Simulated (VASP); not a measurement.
# HfTi2Si2 (P-6m2) in VASP: further runs, part 2 of 3

VASP 6.6.1.

## (3) Single point, PBE

This run uses another cell than the first one, of 23.99 Å³/atom.

INCAR

```
ALGO     = Normal         # electronic algorithm
EDIFF    = 1E-6           # SCF threshold, eV
ENCUT    = 520            # plane-wave cutoff, eV
GGA      = PE             # functional
ISIF     = 2              # what is computed and relaxed
ISMEAR   = 0              # smearing method
LASPH    = True           # aspherical terms in the spheres
LCHARG   = False          # write CHGCAR
LREAL    = False          # projectors in reciprocal space
LWAVE    = False          # write WAVECAR
NBANDS   = 29             # bands
NELM     = 100            # most SCF steps
PREC     = Accurate       # precision mode
SIGMA    = 0.1            # smearing width, eV
```

KPOINTS

```
k-points
0
Gamma
  6 6 2
```

POSCAR

```
HfTi2Si2
1.0
    4.3781930501      0.0000000034      0.0000000000
   -2.1890965280      3.7916264024      0.0000000000
    0.0000000000      0.0000000000      7.2246260754
Hf Ti Si
1 2 2
Direct
    0.6666666667      0.3333333333      0.5000000000
    0.3333333333      0.6666666667      0.5000000000
    0.0000000000      0.0000000000      0.0000000000
    0.6666666667      0.3333333333      0.8473655157
    0.6666666667      0.3333333333      0.1526344843
```

Potentials or basis: VASP PAW PBE potentials, release 64 (Hf_pv, Ti_sv, Si).

Run with:

```
$ cat potpaw_PBE.64/Hf_pv/POTCAR potpaw_PBE.64/Ti_sv/POTCAR potpaw_PBE.64/Si/POTCAR > POTCAR
$ mpirun -np 1 vasp_std > vasp.out
```

OUTCAR:

```text
EDIFF = 1E-6
   ENCUT = 520
   GGA = PE
   ISIF = 2
   ISMEAR = 0
   LASPH = True
   LREAL = False
   NELM = 100
   PREC = Accurate

 ion  position               nearest neighbor table
   1  0.667  0.333  0.500-   4 2.51   5 2.51   2 2.53   2 2.53   2 2.53
   2  0.333  0.667  0.500-   1 2.53   1 2.53   1 2.53
   3  0.000  0.000  0.000-   4 2.76   5 2.76   4 2.76   5 2.76   4 2.76   5 2.76
   4  0.667  0.333  0.847-   5 2.21   1 2.51   3 2.76   3 2.76   3 2.76
   5  0.667  0.333  0.153-   4 2.21   1 2.51   3 2.76   3 2.76   3 2.76

  LATTYP: Found a hexagonal cell.
 ALAT       =     4.3781930501
 C/A-ratio  =     1.6501387656

  Lattice vectors:

 A1 = (   4.3781930501,   0.0000000034,   0.0000000000)
 A2 = (  -2.1890965280,   3.7916264024,   0.0000000000)
 A3 = (   0.0000000000,   0.0000000000,   7.2246260754)

Analysis of symmetry for initial positions (statically):
=====================================================================
 Subroutine PRICEL returns:
 Original cell was already a primitive cell.

 Routine SETGRP: Setting up the symmetry group for a
 hexagonal supercell.

 Subroutine GETGRP returns: Found 12 space group operations
 (whereof 12 operations were pure point group operations)
 out of a pool of 24 trial point group operations.

The static configuration has the point symmetry D_3h.

Analysis of symmetry for dynamics (positions and initial velocities):
=====================================================================
 Subroutine PRICEL returns:
 Original cell was already a primitive cell.

 Routine SETGRP: Setting up the symmetry group for a
 hexagonal supercell.

 Subroutine GETGRP returns: Found 12 space group operations
 (whereof 12 operations were pure point group operations)
 out of a pool of 24 trial point group operations.

The dynamic configuration has the point symmetry D_3h.

 Subroutine INISYM returns: Found 12 space group operations
 (whereof 12 operations are pure point group operations),
 and found     1 'primitive' translations

----------------------------------------------------------------------------------------

                                     Primitive cell

  volume of cell :     119.9322

  direct lattice vectors                    reciprocal lattice vectors
     4.378193050  0.000000003  0.000000000     0.228404730  0.131869532  0.000000000
    -2.189096528  3.791626402  0.000000000    -0.000000000  0.263739064  0.000000000
     0.000000000  0.000000000  7.224626075     0.000000000  0.000000000  0.138415468

  length of vectors
     4.378193050  4.378193050  7.224626075     0.263739064  0.263739064  0.138415468

  position of ions in fractional coordinates (direct lattice)
     0.666666667  0.333333333  0.500000000
     0.333333333  0.666666667  0.500000000
     0.000000000  0.000000000  0.000000000
     0.666666667  0.333333333  0.847365516
     0.666666667  0.333333333  0.152634484

  ion indices of the primitive-cell ions
   primitive index   ion index
                 1           1
                 2           2
                 3           3
                 4           4
                 5           5

----------------------------------------------------------------------------------------

 KPOINTS: k-points

[... 30 lines left out ...]
  0.333333  0.333333  0.000000      2.000000
  0.000000  0.000000  0.500000      1.000000
  0.166667  0.000000  0.500000      6.000000
  0.333333  0.000000  0.500000      6.000000
  0.500000  0.000000  0.500000      3.000000
  0.166667  0.166667  0.500000      6.000000
  0.333333  0.166667  0.500000     12.000000
  0.333333  0.333333  0.500000      2.000000
   k-points           NKPTS =     14   k-points in BZ     NKDIM =     14   number of bands    NBANDS=     29
   number of dos      NEDOS =    301   number of ions     NIONS =      5
   total plane-waves  NPLWV =  69984
   dimension x,y,z NGX =    36 NGY =   36 NGZ =   54
   dimension x,y,z NGXF=    72 NGYF=   72 NGZF=  108
   ions per type =               1   2   2
   NGX,Y,Z   is equivalent  to a cutoff of  13.67, 13.67, 12.43 a.u.
   NGXF,Y,Z  is equivalent  to a cutoff of  27.34, 27.34, 24.85 a.u.
 SYSTEM =  unknown system
   PREC   = accura    normal or accurate (medium, high low for compatibility)
   ISTART =      0    job   : 0-new  1-cont  2-samecut
   ICHARG =      2    charge: 1-file 2-atom 10-const
   ISPIN  =      1    spin polarized calculation?
   LNONCOLLINEAR =      F non collinear calculations
   LSORBIT =      F    spin-orbit coupling
   LASPH  =      T    aspherical Exc in radial PAW
   ENCUT  =  520.0 eV  38.22 Ry    6.18 a.u.   8.14  8.14 13.43*2*pi/ulx,y,z
   NELM   =    100;   NELMIN=  2; NELMDL= -5     # of ELM steps
   EDIFF  = 0.1E-05   stopping-criterion for ELM
   LREAL  =      F    real-space projection
   EDIFFG = 0.1E-04   stopping-criterion for IOM
   NSW    =      0    number of steps for IOM
   IBRION =     -1    ionic relax: 0-MD 1-quasi-New 2-CG
   NFREE  =      0    steps in history (QN), initial steepest desc. (CG)
   ISIF   =      2    stress and relaxation
   ISYM   =      2    0-nonsym 1-usesym 2-fastsym
   POTIM  = 0.5000    time-step for ionic-motion
   TEBEG  =    0.0;   TEEND  =   0.0 temperature during run
   PSTRESS=    0.0 pullay stress
   NELECT =      42.0000    total number of electrons
   NUPDOWN=      -1.0000    fix difference up-down
   EMIN   =  10.00;   EMAX   =-10.00  energy-range for DOS
   EFERMI =   0.00;   METHOD = LEGACY
   ISMEAR =     0;   SIGMA  =   0.10  broadening in eV -4-tet -1-fermi 0-gaus
   EFERMI_NEDOS =   21; number of points for ismear=-14 and -15
   IALGO  =     38    algorithm
   IMIX   =      4    mixing-type and parameters
     AMIX     =   0.40;   BMIX     =  1.00
     AMIX_MAG =   1.60;   BMIX_MAG =  1.00
  volume/ion in A,a.u.               =      23.99       161.87
  Fermi-wavevector in a.u.,A,eV,Ry     =   1.153930  2.180611 18.116886  1.331554
  Thomas-Fermi vector in A             =   2.290570
   LORBIT       =      0    0 simple, 1 ext, 2 COOP (PROOUT), +10 PAW based schemes
   GGA     = PE    functional components
   LHFCALC =     F    Hartree Fock is set to
   AEXX    =    0.0000 exact exchange contribution
   IVDW    =     0    specifies the selected vdW correction
   LEPSILON=     F    determine dielectric tensor
   LRPA    =     F    only Hartree local field effects (RPA)
 non-spin polarized calculation
 Gauss-broadening in eV      SIGMA  =   0.10
  energy-cutoff  :      520.00
  volume of cell :      119.93
 maximum number of plane-waves:      3250
 NGX is ok and might be reduce to    36
   NGX = 17   NGY = 17   NGZ = 27

 number of electron      41.9999997 magnetization

 Free energy of the ion-electron system (eV)
  ---------------------------------------------------
  ext. energy  EPLUGINS =         0.00000000
  ---------------------------------------------------
  free energy    TOTEN  =       -31.09435881 eV

  energy without entropy =      -31.04516097  energy(sigma->0) =      -31.06975989

 E-fermi :   4.5499     XC(G=0):  -9.5431

 val. band max:        4.5321171313   @ k =   0.3333   0.1667   0.0000
 cond. band min:       4.5586582292   @ k =   0.3333   0.3333   0.5000
 fundamental gap:      0.0265410979
 Fermi energy:         4.5499434257

 k-point     1 :       0.0000    0.0000    0.0000
  band No.  band energies     occupation
      1     -53.0246      2.00000
      2     -52.1630      2.00000
      3     -29.2943      2.00000
      4     -29.2597      2.00000
      5     -29.2597      2.00000
      6     -28.6740      2.00000
[... 437 lines left out ...]
     28       5.8367      0.00000
     29       6.1629      0.00000

------------------------ aborting loop because EDIFF is reached ----------------------------------------

  FORCE on cell =-STRESS in cart. coord.  units (eV):
  Direction    XX          YY          ZZ          XY          YZ          ZX
  --------------------------------------------------------------------------------------
  -------------------------------------------------------------------------------------
  Total        0.0932664      0.0932664      0.0821742     -0.0000000     -0.0000000      0.0000000
  in kB        1.2459481      1.2459481      1.0977673     -0.0000000     -0.0000000      0.0000000
  external PRESSURE =       1.1965545 kB  Pullay stress =       0.0000000 kB

 VOLUME and BASIS-vectors are now :
 -----------------------------------------------------------------------------
  energy-cutoff  :      520.00
  volume of cell :      119.93
      direct lattice vectors                 reciprocal lattice vectors
     4.378193050  0.000000003  0.000000000     0.228404730  0.131869532  0.000000000
    -2.189096528  3.791626402  0.000000000    -0.000000000  0.263739064  0.000000000
     0.000000000  0.000000000  7.224626075     0.000000000  0.000000000  0.138415468

 POSITION                                       TOTAL-FORCE (eV/Angst)
 -----------------------------------------------------------------------------------
      2.18910      1.26388      3.61231         0.000000     -0.000000     -0.000000
     -0.00000      2.52775      3.61231         0.000000      0.000000     -0.000000
      0.00000      0.00000      0.00000         0.000000     -0.000000     -0.000000
      2.18910      1.26388      6.12190        -0.000000     -0.000000      0.062998
      2.18910      1.26388      1.10273        -0.000000     -0.000000     -0.062998
 -----------------------------------------------------------------------------------
    total drift:                                0.000001     -0.000000     -0.000000

  FREE ENERGIE OF THE ION-ELECTRON SYSTEM (eV)
  ---------------------------------------------------
  free  energy   TOTEN  =       -31.0943588064 eV

  energy  without entropy=      -31.0451609718  energy(sigma->0) =      -31.06975989
```

Run time: 41 s. Hardware: 1 thread of Intel Xeon 6975P-C (Granite Rapids), shared host; peak memory 0.27 GiB.

What came out:

```yaml
Free_energy: -31.0944 eV
Pressure: 0.1 GPa
Largest_force: 0.063 eV/Å
Band_gap_on_the_k_mesh: zero (bands 21 and 22 overlap by 0.47 eV)
```

Forces in eV/Å, atoms in the order of the input:
```
Hf   0.000  0.000  0.000
Ti   0.000  0.000  0.000
Ti   0.000  0.000  0.000
Si   0.000  0.000  0.063
Si   0.000  0.000 -0.063
```

Caveat: the k points lie up to 0.43 Å⁻¹ apart; spin-orbit coupling is left out, which moves the levels of the heavy elements.

## (4) Single point, PBE

This run uses another cell than the first one, of 24.12 Å³/atom.

INCAR

```
SYSTEM = HfTi2Si2
  PREC = Accurate
  ENCUT = 520
  EDIFF = 1E-6
  ISMEAR = 0
  SIGMA = 0.1
  LREAL = .False.
  LASPH = .True.
  NELM = 80
  ALGO = Fast
  ISIF = 2
  LWAVE = .False.
  LCHARG = .True.
  GGA = PE
  LELF = .True.
  LVHAR = .True.
  NBANDS = 29
```

KPOINTS

```
Automatic mesh
0
Gamma
  6 6 4
  0 0 0
```

POSCAR

```
HfTi2Si2
1.0
    4.4011801301      0.0000000000      0.0000000000
   -2.2005900650      3.8115337993      0.0000000000
    0.0000000000      0.0000000000      7.1898948874
Hf Ti Si
1 2 2
Direct
    0.6666666667      0.3333333333      0.5000000000
    0.3333333333      0.6666666667      0.5000000000
    0.0000000000      0.0000000000      0.0000000000
    0.6666666667      0.3333333333      0.8472411104
    0.6666666667      0.3333333333      0.1527588896
```

Run with:

```
$ cat potpaw_PBE.64/Hf_pv/POTCAR potpaw_PBE.64/Ti_sv/POTCAR potpaw_PBE.64/Si/POTCAR > POTCAR
$ mpirun -np 1 vasp_std > vasp.out
```

Wall time 2.1 min (1 thread of Intel Xeon 6975P-C (Granite Rapids), shared host); peak memory 0.3 GiB.

The run converged. Its results:

```
Free energy            : -31.1190 eV
Pressure               : 0.0 GPa
Largest force          : 0.047 eV/Å
Band gap on the k mesh : zero (bands 21 and 22 overlap by 0.45 eV)
```

Forces on the atoms (eV/Å):
```
Hf   0.000  0.000  0.000
Ti   0.000  0.000  0.000
Ti   0.000  0.000  0.000
Si   0.000  0.000  0.047
Si   0.000  0.000 -0.047
```

Stress tensor (GPa, compression positive):
```
-0.08  0.00  0.00
 0.00 -0.08  0.00
 0.00  0.00  0.17
```

Levels at points of the mesh, in eV from the Fermi level:
```csv
k point,band 18,band 19,band 20,band 21,band 22,band 23,band 24,band 25
"(0.00, 0.00, 0.00)",-0.78,-0.78,0.07,0.07,0.67,0.67,0.71,1.23
"(0.50, 0.00, 0.00)",-1.64,-1.37,-0.51,-0.17,0.04,0.25,0.28,0.89
"(0.00, 0.00, 0.50)",-0.34,-0.34,-0.01,-0.01,0.86,0.86,1.27,1.27
"(0.50, 0.00, 0.50)",-1.19,-0.80,-0.60,-0.19,-0.18,-0.15,0.37,0.38
```

Caveat: spin-orbit coupling is left out, which moves the levels of the heavy elements.

## (5) Relaxation of cell and atoms, PBE

INCAR

```
PREC = Accurate ; ENCUT = 600
EDIFF = 1E-6 ; ISMEAR = 0
SIGMA = 0.1 ; LREAL = False
LASPH = True ; NELM = 100
ALGO = Normal ; ISIF = 3
LWAVE = False ; LCHARG = False
GGA = PE ; IBRION = 2
NSW = 90 ; EDIFFG = -0.04
```

KPOINTS

```
Automatic mesh
0
Gamma
  6 6 2
```

POSCAR

```
HfTi2Si2
1.0
    3.7283727100      0.0000000000      0.0000000000
   -1.8641863600      3.2288654800      0.0000000000
    0.0000000000      0.0000000000      7.9274526000
Hf Ti Si
1 2 2
Direct
    0.6666666700      0.3333333300      0.5000000000
    0.3333333300      0.6666666700      0.5000000000
    0.0000000000      0.0000000000      0.0000000000
    0.6666666700      0.3333333300      0.7892707500
    0.6666666700      0.3333333300      0.2107292500
```

Run with:

```
$ cat potpaw_PBE.64/Hf_pv/POTCAR potpaw_PBE.64/Ti_sv/POTCAR potpaw_PBE.64/Si/POTCAR > POTCAR
$ mpirun -np 1 vasp_std > vasp.out
```

Run time: 11 min. Hardware: 1 thread of Intel Xeon 6975P-C (Granite Rapids), shared host; peak memory 0.26 GiB.

It converged, with:

```yaml
Free_energy: -31.0861 eV
Relaxed_volume: 24.03 Å³/atom
Relaxed_cell: a = 4.380 Å, b = 4.380 Å, c = 7.231 Å, α = 90.00°, β = 90.00°, γ = 120.00°
Space_group_after_relaxing_to_0.1_Å: P-6m2 (No. 187)
Energy_gained_by_relaxing: 753.6 meV/atom
Ionic_steps: 22
Pressure_after_relaxing: -0.1 GPa
Band_gap_on_the_k_mesh: zero (bands 21 and 22 overlap by 0.47 eV)
```

The path:
```csv
step,energy change (eV),largest force (eV/Å),pressure (GPa),volume (Å³)
1,0.0000,3.3803,18.74,95.43
2,-1.2899,0.3165,-4.24,129.70
3,-1.4312,0.6658,-0.94,118.69
4,-2.1062,1.6640,-0.89,121.44
5,-2.8413,3.9186,-1.10,124.64
6,-2.8510,4.5681,-0.56,125.26
7,-2.9684,4.1536,-0.71,126.13
8,-2.9836,2.3427,-0.18,127.82
9,-3.0210,3.4640,-0.60,126.98
10,-3.1989,2.9153,-0.99,126.83
11,-3.5678,1.3851,-1.82,126.31
12,-3.6721,1.3087,-1.79,125.02
13,-3.7207,0.4451,-2.05,125.51
14,-3.7211,0.3441,-2.05,125.56
15,-3.7371,0.3037,-1.68,124.44
16,-3.7649,0.1868,-0.46,121.12
17,-3.7672,0.1444,0.04,119.87
18,-3.7672,0.1478,0.04,119.98
19,-3.7665,0.1682,-0.23,120.55
20,-3.7671,0.1524,-0.07,120.09
21,-3.7677,0.0705,-0.09,120.12
22,-3.7678,0.0006,-0.11,120.14
```

Final structure:
```
Hf Ti Si
1.0
     4.38013    0.00000    0.00000
    -2.19007    3.79330    0.00000
     0.00000    0.00000    7.23055
Hf Ti Si
1 2 2
Cartesian
  2.1901 1.2644 3.6153
  0.0000 2.5289 3.6153
  0.0000 0.0000 0.0000
  2.1901 1.2644 6.1288
  2.1901 1.2644 1.1018
```

Levels at points of the mesh, in eV from the Fermi level:
```
           k point  band 18  band 19  band 20  band 21  band 22  band 23  band 24  band 25
(0.00, 0.00, 0.00)    -0.70    -0.70     0.13     0.13     0.70     0.70     0.82     1.35
(0.50, 0.00, 0.00)    -1.56    -1.37    -0.45    -0.18     0.10     0.32     0.33     1.01
(0.00, 0.00, 0.50)    -0.27    -0.27     0.03     0.03     0.89     0.89     1.32     1.32
(0.50, 0.00, 0.50)    -1.19    -0.73    -0.56    -0.18    -0.15    -0.10     0.42     0.45
```

Caveat: the k points lie up to 0.43 Å⁻¹ apart in the final cell; the volume moved by over 15 % at a fixed basis, so the end points are rough; spin-orbit coupling is left out, which moves the levels of the heavy elements.

[end of part 2 of 3]
